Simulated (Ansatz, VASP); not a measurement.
Two plane-wave programs on WSe2

```
W Se
1.0
     3.22985    0.00000    0.00000
    -1.61493    2.79714    0.00000
     0.00000    0.00000   12.60093
W Se
2 4
Direct
  0.66667 0.33333 0.25000
  0.33333 0.66667 0.75000
  0.33333 0.66667 0.38478
  0.66667 0.33333 0.88478
  0.33333 0.66667 0.11522
  0.66667 0.33333 0.61522
```

Change from the starting cell: equal strain along all axes, cell held, atoms relaxed: -1.5 %.

Alike in both runs: functional PBE; dispersion D3(BJ); k mesh 12 × 12 × 2; occupations gaussian, width 0.02 eV; no spin polarisation.

Ansatz relaxed the structure, and its values are those at the end. VASP's run is a single point on that final structure, the one shown.

|  | VASP | Ansatz |
| --- | --- | --- |
| version | VASP 6.6.1 | Ansatz 0.2.0 |
| potentials or method | VASP PAW PBE potentials, release 64 (W_sv, Se), cutoff 520 eV | scalar-relativistic, plane waves, PAW |
| valence electrons in the cell | 52 | 92 |

Ansatz gave:

| Item | Value |
| --- | --- |
| gap on the k mesh at the Fermi level (eV) | 0.81 |
| least direct gap on the mesh (eV) | 1.70 |
| pressure (GPa) | 3.3 |
| rms of the force components (eV/Å) | 0.000 |

Q: Which values does VASP return?

A: gap on the k mesh at the Fermi level (eV): 0.80; least direct gap on the mesh (eV): 1.70; pressure (GPa): 3.7; rms of the force components (eV/Å): 0.024.

VASP's potentials hold 52 valence electrons a cell and Ansatz's 92, so a difference there can come from the potentials and not from the codes. Ansatz's warnings: stress scf threshold loose.

Spin-orbit coupling is off throughout.
